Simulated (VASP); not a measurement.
# Si (Fd-3m) in VASP: notebook

Runs on Si. Level: PBE. Tasks: single point.

Everything below comes from runs of VASP 6.6.1. Logs are shortened: lines on timing, memory, paths and dates and some standing lists are left out, and cuts for length are marked.

## 1. The cell of the first run

Symmetry: Fd-3m, No. 227, cubic system. Conventional cell: a = 5.394 Å, b = 5.394 Å, c = 5.394 Å, α = 90.00°, β = 90.00°, γ = 90.00°. Within 3.1 Å of Si (site symmetry -43m) lie 4 Si at 2.34 Å.

## 2. Single point, PBE (volume scaled by 0.98)

File INCAR:

```
PREC = Accurate
ENCUT = 520
EDIFF = 1E-6
ISMEAR = -1
SIGMA = 0.08
LREAL = F
LASPH = T
NELM = 80
ALGO = Normal
ISIF = 2
LWAVE = F
LCHARG = F
GGA = PE
NBANDS = 11
```

File KPOINTS:

```
regular mesh
0
Gamma
  11 11 11
```

File POSCAR:

```
Si
1.0
    0.0000000000      2.6972448200      2.6972448200
    2.6972448200      0.0000000000      2.6972448200
    2.6972448200      2.6972448200      0.0000000000
Si
2
Direct
    0.5000000000      0.5000000000      0.5000000000
    0.7500000000      0.7500000000      0.7500000000
```

Potentials or basis: VASP PAW PBE potentials, release 64 (Si).

Command:

```bash
$ cat potpaw_PBE.64/Si/POTCAR > POTCAR
$ mpirun -np 1 vasp_std > vasp.out
```

OUTCAR:

```text
PREC = Accurate
   ENCUT = 520
   EDIFF = 1E-6
   ISMEAR = -1
   LREAL = F
   LASPH = T
   NELM = 80
   ISIF = 2
   GGA = PE

 ion  position               nearest neighbor table
   1  0.500  0.500  0.500-   2 2.34   2 2.34   2 2.34   2 2.34
   2  0.750  0.750  0.750-   1 2.34   1 2.34   1 2.34   1 2.34

  LATTYP: Found a face centered cubic cell.
 ALAT       =     5.3944896400

  Lattice vectors:

 A1 = (   0.0000000000,   2.6972448200,   2.6972448200)
 A2 = (   2.6972448200,   0.0000000000,   2.6972448200)
 A3 = (   2.6972448200,   2.6972448200,   0.0000000000)

Analysis of symmetry for initial positions (statically):
=====================================================================
 Subroutine PRICEL returns:
 Original cell was already a primitive cell.

 Routine SETGRP: Setting up the symmetry group for a
 face centered cubic supercell.

 Subroutine GETGRP returns: Found 48 space group operations
 (whereof 24 operations were pure point group operations)
 out of a pool of 48 trial point group operations.

The static configuration has the point symmetry T_d .
 The point group associated with its full space group is O_h .

Analysis of symmetry for dynamics (positions and initial velocities):
=====================================================================
 Subroutine PRICEL returns:
 Original cell was already a primitive cell.

 Routine SETGRP: Setting up the symmetry group for a
 face centered cubic supercell.

 Subroutine GETGRP returns: Found 48 space group operations
 (whereof 24 operations were pure point group operations)
 out of a pool of 48 trial point group operations.

The dynamic configuration has the point symmetry T_d .
 The point group associated with its full space group is O_h .

 Subroutine INISYM returns: Found 48 space group operations
 (whereof 24 operations are pure point group operations),
 and found     1 'primitive' translations

----------------------------------------------------------------------------------------

                                     Primitive cell

  volume of cell :      39.2456

  direct lattice vectors                    reciprocal lattice vectors
     0.000000000  2.697244820  2.697244820    -0.185374348  0.185374348  0.185374348
     2.697244820  0.000000000  2.697244820     0.185374348 -0.185374348  0.185374348
     2.697244820  2.697244820  0.000000000     0.185374348  0.185374348 -0.185374348

  length of vectors
     3.814480205  3.814480205  3.814480205     0.321077789  0.321077789  0.321077789

  position of ions in fractional coordinates (direct lattice)
     0.500000000  0.500000000  0.500000000
     0.750000000  0.750000000  0.750000000

  ion indices of the primitive-cell ions
   primitive index   ion index
                 1           1
                 2           2

----------------------------------------------------------------------------------------

 KPOINTS: regular mesh

Automatic generation of k-mesh.
 Grid dimensions read from file:
 generate k-points for:   11   11   11

 Generating k-lattice:

  Cartesian coordinates                     Fractional coordinates (reciprocal lattice)
    -0.016852213  0.016852213  0.016852213     0.090909091  0.000000000  0.000000000
     0.016852213 -0.016852213  0.016852213     0.000000000  0.090909091  0.000000000
     0.016852213  0.016852213 -0.016852213     0.000000000  0.000000000  0.090909091

  Length of vectors
     0.029188890  0.029188890  0.029188890

  Shift w.r.t. Gamma in fractional coordinates (k-lattice)
     0.000000000  0.000000000  0.000000000

 Subroutine IBZKPT returns following result:
 ===========================================

 Found     56 irreducible k-points:

 Following reciprocal coordinates:
            Coordinates               Weight
  0.000000  0.000000  0.000000      1.000000
  0.090909  0.000000  0.000000      8.000000
  0.181818  0.000000  0.000000      8.000000
  0.272727  0.000000  0.000000      8.000000
  0.363636  0.000000  0.000000      8.000000
  0.454545  0.000000  0.000000      8.000000
[... 16 lines left out ...]
 -0.272727  0.181818  0.000000     24.000000
 -0.181818  0.181818  0.000000     12.000000
 [... further k-points ...]
   k-points           NKPTS =     56   k-points in BZ     NKDIM =     56   number of bands    NBANDS=     11
   number of dos      NEDOS =    301   number of ions     NIONS =      2
   total plane-waves  NPLWV =  21952
   dimension x,y,z NGX =    28 NGY =   28 NGZ =   28
   dimension x,y,z NGXF=    56 NGYF=   56 NGZF=   56
   ions per type =               2
   NGX,Y,Z   is equivalent  to a cutoff of  12.20, 12.20, 12.20 a.u.
   NGXF,Y,Z  is equivalent  to a cutoff of  24.41, 24.41, 24.41 a.u.
 SYSTEM =  unknown system
   PREC   = accura    normal or accurate (medium, high low for compatibility)
   ISTART =      0    job   : 0-new  1-cont  2-samecut
   ICHARG =      2    charge: 1-file 2-atom 10-const
   ISPIN  =      1    spin polarized calculation?
   LNONCOLLINEAR =      F non collinear calculations
   LSORBIT =      F    spin-orbit coupling
   LASPH  =      T    aspherical Exc in radial PAW
   ENCUT  =  520.0 eV  38.22 Ry    6.18 a.u.   7.09  7.09  7.09*2*pi/ulx,y,z
   NELM   =     80;   NELMIN=  2; NELMDL= -5     # of ELM steps
   EDIFF  = 0.1E-05   stopping-criterion for ELM
   LREAL  =      F    real-space projection
   EDIFFG = 0.1E-04   stopping-criterion for IOM
   NSW    =      0    number of steps for IOM
   IBRION =     -1    ionic relax: 0-MD 1-quasi-New 2-CG
   NFREE  =      0    steps in history (QN), initial steepest desc. (CG)
   ISIF   =      2    stress and relaxation
   ISYM   =      2    0-nonsym 1-usesym 2-fastsym
   POTIM  = 0.5000    time-step for ionic-motion
   TEBEG  =    0.0;   TEEND  =   0.0 temperature during run
   PSTRESS=    0.0 pullay stress
   NELECT =       8.0000    total number of electrons
   NUPDOWN=      -1.0000    fix difference up-down
   EMIN   =  10.00;   EMAX   =-10.00  energy-range for DOS
   EFERMI =   0.00;   METHOD = LEGACY
   ISMEAR =    -1;   SIGMA  =   0.08  broadening in eV -4-tet -1-fermi 0-gaus
   EFERMI_NEDOS =   21; number of points for ismear=-14 and -15
   IALGO  =     38    algorithm
   IMIX   =      4    mixing-type and parameters
     AMIX     =   0.40;   BMIX     =  1.00
     AMIX_MAG =   1.60;   BMIX_MAG =  1.00
  volume/ion in A,a.u.               =      19.62       132.42
  Fermi-wavevector in a.u.,A,eV,Ry     =   0.963477  1.820707 12.630111  0.928287
  Thomas-Fermi vector in A             =   2.093025
   LORBIT       =      0    0 simple, 1 ext, 2 COOP (PROOUT), +10 PAW based schemes
   GGA     = PE    functional components
[... 5 lines left out ...]
 non-spin polarized calculation
  energy-cutoff  :      520.00
  volume of cell :       39.25
 maximum number of plane-waves:      1067
   NGX = 15   NGY = 15   NGZ = 15

 number of electron       8.0000001 magnetization

 Free energy of the ion-electron system (eV)
  ---------------------------------------------------
  ext. energy  EPLUGINS =         0.00000000
  ---------------------------------------------------
  free energy    TOTEN  =       -10.82996706 eV

  energy without entropy =      -10.82960370  energy(sigma->0) =      -10.82978538

 E-fermi :   6.2889     XC(G=0):  -9.4883

 val. band max:        6.0303021547   @ k =   0.0000   0.0000   0.0000
 cond. band min:       6.5881962495   @ k =   0.4545   0.4545   0.0000
 fundamental gap:      0.5578940948
 Fermi energy:         6.2888854814

 k-point     1 :       0.0000    0.0000    0.0000
  band No.  band energies     occupation
      1      -6.0663      2.00000
      2       6.0303      1.92406
      3       6.0303      1.92406
      4       6.0303      1.92406
      5       8.6042      0.00000
      6       8.6042      0.00000
      7       8.6042      0.00000
      8       9.6373      0.00000
      9      13.7605      0.00000
     10      13.7605      0.00000
     11      14.0702      0.00000

 k-point     2 :       0.0909    0.0000    0.0000
  band No.  band energies     occupation
      1      -5.9561      2.00000
      2       5.0429      2.00000
      3       5.8592      1.99075
      4       5.8592      1.99075
      5       8.6699      0.00000
      6       8.8564      0.00000
      7       8.8564      0.00000
      8      10.3772      0.00000
      9      13.4467      0.00000
     10      13.4467      0.00000
     11      14.5295      0.00000

 k-point     3 :       0.1818    0.0000    0.0000
  band No.  band energies     occupation
      1      -5.6298      2.00000
      2       3.3459      2.00000
      3       5.5123      1.99988
      4       5.5123      1.99988
      5       8.3903      0.00000
      6       9.3366      0.00000
      7       9.3366      0.00000
      8      11.9396      0.00000
      9      13.0880      0.00000
     10      13.0880      0.00000
     11      15.2559      0.00000

 k-point     4 :       0.2727    0.0000    0.0000
  band No.  band energies     occupation
      1      -5.1036      2.00000
      2       1.6602      2.00000
      3       5.1842      2.00000
      4       5.1842      2.00000
      5       8.0510      0.00000
      6       9.5758      0.00000
      7       9.5758      0.00000
      8      13.3902      0.00000
      9      13.3902      0.00000
     10      13.4691      0.00000
     11      15.0313      0.00000
[... 239 lines left out ...]
 k-point    22 :      -0.3636    0.1818    0.0000
  band No.  band energies     occupation
      1      -3.6029      2.00000
      2      -0.4231      2.00000
      3       2.7308      2.00000
      4       4.5155      2.00000
      5       8.3220      0.00000
      6      10.3947      0.00000
      7      10.5196      0.00000
      8      13.8566      0.00000
      9      13.8905      0.00000
     10      14.8071      0.00000
     11      17.5133      0.00000

 k-point    23 :      -0.2727    0.1818    0.0000
  band No.  band energies     occupation
      1      -4.2924      2.00000
      2       0.7238      2.00000
      3       2.8058      2.00000
      4       4.9121      2.00000
      5       8.7149      0.00000
      6      10.2905      0.00000
      7      10.4329      0.00000
      8      12.4934      0.00000
      9      12.5589      0.00000
     10      16.2685      0.00000
     11      18.1051      0.00000

 k-point    24 :      -0.1818    0.1818    0.0000
  band No.  band energies     occupation
      1      -4.9223      2.00000
      2       1.9418      2.00000
      3       3.2904      2.00000
      4       5.3359      1.99999
      5       9.0767      0.00000
      6       9.8046      0.00000
      7      10.1174      0.00000
      8      11.8002      0.00000
      9      12.1010      0.00000
     10      16.1903      0.00000
     11      16.8046      0.00000

 [... further k-points ...]
[... 5 lines left out ...]
  --------------------------------------------------------------------------------------
  -------------------------------------------------------------------------------------
  Total        0.9740053      0.9740053      0.9740053      0.0000000      0.0000000      0.0000000
  in kB       39.7631524     39.7631524     39.7631524      0.0000000      0.0000000      0.0000000
  external PRESSURE =      39.7631524 kB  Pullay stress =       0.0000000 kB

 VOLUME and BASIS-vectors are now :
 -----------------------------------------------------------------------------
  energy-cutoff  :      520.00
  volume of cell :       39.25
      direct lattice vectors                 reciprocal lattice vectors
     0.000000000  2.697244820  2.697244820    -0.185374348  0.185374348  0.185374348
     2.697244820  0.000000000  2.697244820     0.185374348 -0.185374348  0.185374348
     2.697244820  2.697244820  0.000000000     0.185374348  0.185374348 -0.185374348

 POSITION                                       TOTAL-FORCE (eV/Angst)
 -----------------------------------------------------------------------------------
      2.69724      2.69724      2.69724         0.000000      0.000000     -0.000000
      4.04587      4.04587      4.04587        -0.000000     -0.000000      0.000000
 -----------------------------------------------------------------------------------
    total drift:                                0.000000      0.000000     -0.000000

  FREE ENERGIE OF THE ION-ELECTRON SYSTEM (eV)
  ---------------------------------------------------
  free  energy   TOTEN  =       -10.8299670576 eV

  energy  without entropy=      -10.8296037035  energy(sigma->0) =      -10.82978538
```

Run time: 21 s. Hardware: 1 thread of Intel Xeon 8259CL, shared host; peak memory 0.16 GiB.

What came out:

```yaml
Free_energy: -10.8300 eV
Pressure: 4.0 GPa
Band_gap_on_the_k_mesh: 0.56 eV, indirect (least direct gap 2.57 eV)
```

Levels at points of the mesh, in eV from the valence-band top:
```tsv
k point	band 2	band 3	band 4	band 5	band 6	band 7
(0.00, 0.00, 0.00)	0.00	0.00	0.00	2.57	2.57	2.57
```

[end of part 1 of 2]
